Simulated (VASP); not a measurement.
# HfN: single point with LDA

HfN:

```
Hf N
1.0
     0.00000    2.30331    2.30331
     2.30331    0.00000    2.30331
     2.30331    2.30331    0.00000
Hf N
1 1
Cartesian
  0.0000 0.0000 0.0000
  2.3033 2.3033 2.3033
```

This cell differs from its parent crystal: volume scaled by 1.06.

```
Program                : VASP 6.6.1
Task                   : single point
Functional             : LDA
Potentials or basis    : VASP PAW LDA potentials, release 64 (Hf_pv, N)
Cutoff                 : 520 eV
k mesh                 : 10 × 10 × 10
Occupations            : fermi-dirac, width 0.03 eV
Spin                   : no spin polarisation
Dipole correction      : no
Further INCAR settings : ALGO = Normal; EDIFF = 1e-06; NBANDS = 14
```

| Quantity | Value |
| --- | --- |
| Pressure | -23.9 GPa |

Levels at points of the mesh, in eV from the Fermi level:
| k point | band 5 | band 6 | band 7 | band 8 | band 9 | band 10 | band 11 | band 12 |
| --- | --- | --- | --- | --- | --- | --- | --- | --- |
| (0.00, 0.00, 0.00) | -2.90 | -2.90 | -2.90 | -0.38 | -0.38 | -0.38 | 1.42 | 1.75 |
| (0.50, 0.00, 0.00) | -8.52 | -5.89 | -5.89 | 2.99 | 3.36 | 3.36 | 4.24 | 8.11 |
| (0.50, 0.50, 0.00) | -5.31 | -3.59 | -3.59 | -3.59 | 3.71 | 4.98 | 5.03 | 5.03 |

It took 18 s on 1 thread of Intel Xeon 8259CL, with other jobs on the host, peak memory 0.14 GiB.

Caveat: spin-orbit coupling is left out, which moves the levels of the heavy elements.
